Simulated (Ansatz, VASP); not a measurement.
PbO: VASP beside Ansatz

POSCAR

```
PbO
1.0
    3.9900000000      0.0000000000      0.0000000000
    0.0000000000      3.9900000000      0.0000000000
    0.0000000000      0.0000000000      5.0100000000
Pb O
2 2
Direct
    0.5000000000      0.0000000000      0.7600000000
    0.0000000000      0.5000000000      0.2400000000
    0.5000000000      0.5000000000      0.0000000000
    0.0000000000      0.0000000000      0.0000000000
```

INCAR.step1

```
PREC     = Accurate       # precision mode
ENCUT    = 520            # plane-wave cutoff, eV
EDIFF    = 1E-5           # SCF threshold, eV
ISMEAR   = -1             # smearing method
SIGMA    = 0.05           # smearing width, eV
LREAL    = F              # projectors in reciprocal space
LASPH    = T              # aspherical terms in the spheres
NELM     = 120            # most SCF steps
ALGO     = Normal         # electronic algorithm
ISIF     = 2              # what is computed and relaxed
LWAVE    = T              # write WAVECAR
LCHARG   = F              # write CHGCAR
GGA      = PE             # functional
NBANDS   = 28             # bands
GGA_COMPAT= F
```

File INCAR.step2:

```
PREC     = Accurate       # precision mode
ENCUT    = 520            # plane-wave cutoff, eV
EDIFF    = 1E-6           # SCF threshold, eV
ISMEAR   = -1             # smearing method
SIGMA    = 0.05           # smearing width, eV
LREAL    = F              # projectors in reciprocal space
LASPH    = T              # aspherical terms in the spheres
NELM     = 120            # most SCF steps
ALGO     = Normal         # electronic algorithm
ISIF     = 2              # what is computed and relaxed
LWAVE    = F              # write WAVECAR
LCHARG   = F              # write CHGCAR
GGA      = PE             # functional
LHFCALC  = T              # exact exchange
AEXX     = 0.35           # exact-exchange fraction
HFSCREEN = 0.2078699      # screening, 1/A
PRECFOCK = Normal       
ISTART   = 1            
NBANDS   = 28             # bands
GGA_COMPAT= F
```

File KPOINTS:

```
Automatic mesh
0
Gamma
  4 4 3
```

Contents of input.yaml:

```yaml
crystal:
  lattice:
    - [3.99, 0.0, 0.0]
    - [0.0, 3.99, 0.0]
    - [0.0, 0.0, 5.01]
  atoms:
    - { symbol: Pb, position: [0.5, 0.0, 0.76] }
    - { symbol: Pb, position: [0.0, 0.5, 0.24] }
    - { symbol: O, position: [0.5, 0.5, 0.0] }
    - { symbol: O, position: [0.0, 0.0, 0.0] }
hamiltonian:
  xc:
    exchange: pbe
    correlation: pbe
    exx: { coeff: 0.35, omega: 0.2078699 }
  pseudopotentials: { kind: paw }
kpoints:
  mp_grid: { grid: [4, 4, 3] }
scf:
  occupations: { method: fermi_dirac, width: 0.05 }
output:
  forces: true
  stress: true
  eigenvalues: true
```

Alike in both runs: task single point; functional PBE-based screened hybrid with a share of 0.35 of exact exchange and HFSCREEN = 0.2078699; k mesh 4 × 4 × 3; occupations fermi-dirac, width 0.05 eV; no spin polarisation.

```csv
,VASP,Ansatz
version,VASP 6.6.1,Ansatz 0.2.0
potentials or method,"VASP PAW PBE potentials, release 64 (Pb_d, O)",Ansatz PAW
plane-wave cutoff (eV),520,420
valence electrons in the cell,40,40
```

```tsv
	VASP	Ansatz	Ansatz less VASP
gap on the k mesh at the Fermi level (eV)	2.09	2.09	-0.007
least direct gap on the mesh (eV)	3.64	3.66	+0.019
pressure (GPa)	-2.1	-2.3	-0.18
traceless stress, the component that is largest in VASP (GPa)	0.14	0.16	+0.019
rms of the force components (eV/Å)	0.334	0.361	+0.0274
```

VASP's potentials were made for PBE, not for PBE-based screened hybrid. Atom by atom the forces differ by 0.027 eV/Å (rms over components).

Neither program's run includes spin-orbit coupling. Noted on Ansatz's run: odd divisions of the mesh miss points on the zone boundary, where band edges often lie, so the gap on the mesh can be too wide.
